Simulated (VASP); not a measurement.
The system is F.

```
F
1.0
     2.51233    0.00000    0.00000
    -1.25617    2.17574    0.00000
     0.00000    0.00000    4.06998
F
2
Direct
  0.33333 0.66667 0.25000
  0.66667 0.33333 0.75000
```

| Quantity | Value |
| --- | --- |
| Program | VASP 6.6.1 |
| Task | relaxation of cell and atoms |
| Functional | PBE |
| Potentials or basis | VASP PAW PBE potentials, release 64 (F) |
| Cutoff | 600 eV |
| k mesh | 19 × 19 × 10 |
| Occupations | fermi-dirac, width 0.08 eV |
| Spin | no spin polarisation |

At the start: pressure -3.4 GPa; volume 11.12 Å³/atom.

**Question.** Where does the relaxation end?

**Answer.** Over 27 steps the energy falls by 199.4 meV/atom and the volume is 10.32 Å³/atom (-7.2 %); space group P6_3/mmc (No. 194, to 0.05 Å).

The path:
| step | energy change (eV) | largest force (eV/Å) | pressure (GPa) | volume (Å³) |
| --- | --- | --- | --- | --- |
| 1 | 0.0000 | 0.0000 | -3.35 | 22.25 |
| 2 | -0.0139 | 0.0000 | -2.32 | 21.51 |
| 3 | -0.0244 | 0.0000 | -0.19 | 20.41 |
| 4 | -0.0247 | 0.0000 | 0.35 | 20.19 |
| 5 | -0.0299 | 0.0000 | 0.57 | 20.09 |
| 6 | -0.0602 | 0.0000 | 1.20 | 19.79 |
| 7 | -0.1656 | 0.0000 | 3.11 | 19.10 |
| 8 | -0.2587 | 0.0000 | 15.28 | 17.43 |
| 9 | -0.2782 | 0.0000 | 10.30 | 17.93 |
| 10 | -0.2770 | 0.0000 | 11.79 | 17.76 |
| 11 | -0.2774 | 0.0000 | 11.86 | 17.76 |
| 12 | -0.2787 | 0.0000 | 12.05 | 17.75 |
| 13 | -0.2806 | 0.0000 | 12.46 | 17.73 |
| 14 | -0.2813 | 0.0000 | 13.35 | 17.69 |
| 15 | -0.2842 | 0.0000 | 13.15 | 17.72 |
| 16 | -0.2927 | 0.0000 | 12.57 | 17.82 |
| 17 | -0.3085 | 0.0000 | 11.43 | 18.02 |
| 18 | -0.3359 | 0.0000 | 9.36 | 18.42 |
| 19 | -0.3749 | 0.0000 | 5.64 | 19.24 |
| 20 | -0.3933 | 0.0000 | -0.68 | 20.91 |
| 21 | -0.3961 | 0.0000 | 0.95 | 20.45 |
| 22 | -0.3961 | 0.0000 | 0.74 | 20.50 |
| 23 | -0.3967 | 0.0000 | 0.68 | 20.52 |
| 24 | -0.3980 | 0.0000 | 0.45 | 20.56 |
| 25 | -0.3987 | 0.0000 | 0.03 | 20.64 |
| 26 | -0.3988 | 0.0000 | 0.13 | 20.62 |
| 27 | -0.3988 | 0.0000 | 0.07 | 20.64 |

Final structure:
```yaml
crystal:
  lattice:
    - [2.83906, 0.00000, 0.00000]
    - [-1.41953, 2.45870, 0.00000]
    - [0.00000, 0.00000, 2.95678]
  atoms:
    - { symbol: F, position: [0.33333, 0.66667, 0.25000] }
    - { symbol: F, position: [0.66667, 0.33333, 0.75000] }
```
